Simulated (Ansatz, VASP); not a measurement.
## WS2 in VASP and in Ansatz

```
W S
1.0
     1.57372    0.90859    6.14272
    -1.57372    0.90859    6.14272
     0.00000   -1.81717    6.14272
W S
1 2
Direct
  0.00000 0.00000 0.00000
  0.75030 0.75030 0.75030
  0.58100 0.58100 0.58100
```

Change from the starting cell: volume scaled by 0.99, PAW files.

Alike in both runs: task electric field gradients; functional LDA; k mesh 13 × 13 × 13; occupations fermi-dirac, width 0.08 eV; no spin polarisation.

|  | VASP | Ansatz |
| --- | --- | --- |
| version | VASP 6.6.1 | Ansatz 0.2.0 |
| potentials or method | VASP PAW LDA potentials, release 64 (W_sv, S) | PAW with Ansatz's default frozen-core files, scalar-relativistic |
| plane-wave cutoff (eV) | 520 | 420 |
| valence electrons in the cell | 26 | 26 |

Ansatz gave:

```
pressure (GPa)                                                : -2.0
traceless stress, the component that is largest in VASP (GPa) : 0.42
rms of the force components (eV/Å)                            : 0.249
size of Vzz on the site where it differs most (V/Å²)          : 177.7
```

**Question.** Which values does VASP return?

**Answer.** Pressure (GPa): -1.6; traceless stress, the component that is largest in VASP (GPa): 0.42; rms of the force components (eV/Å): 0.247; size of Vzz on the site where it differs most (V/Å²): 161.0.

LDA's correlation is that of Perdew and Zunger in VASP and of Perdew and Wang (1992) in Ansatz. Atom by atom the forces differ by 0.022 eV/Å (rms over components).

Spin-orbit coupling is off throughout.
